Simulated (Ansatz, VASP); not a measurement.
One calculation of SnSe2, two programs

```
Sn Se
1.0
     3.81894    0.00000    0.00000
    -1.90947    3.30730    0.00000
     0.00000    0.00000    6.13947
Sn Se
1 2
Direct
  0.00000 0.00000 0.00000
  0.33333 0.66667 0.25847
  0.66667 0.33333 0.74153
```

Alike in both runs: functional PBEsol; k mesh 12 × 12 × 6; occupations fermi-dirac, width 0.1 eV; no spin polarisation.

Ansatz relaxed the structure, and its values are those at the end. VASP's run is a single point on that final structure, the one shown.

|  | VASP | Ansatz |
| --- | --- | --- |
| version | VASP 6.6.1 | Ansatz 0.2.0 |
| potentials or method | VASP PAW PBE potentials, release 64 (Sn_d, Se) | PAW with Ansatz's default frozen-core files, scalar-relativistic |
| plane-wave cutoff (eV) | 520 | 420 |
| valence electrons in the cell | 26 | 46 |

```csv
,VASP,Ansatz,Ansatz less VASP
pressure (GPa),0.1,0.0,-0.10
rms of the force components (eV/Å),0.010,0.001,-0.0093
```

VASP's potentials were made for PBE, not for PBEsol. The functional is the same, so the differences come from potentials, cutoffs and numerics. VASP's potentials hold 26 valence electrons a cell and Ansatz's 46, so a difference there can come from the potentials and not from the codes.
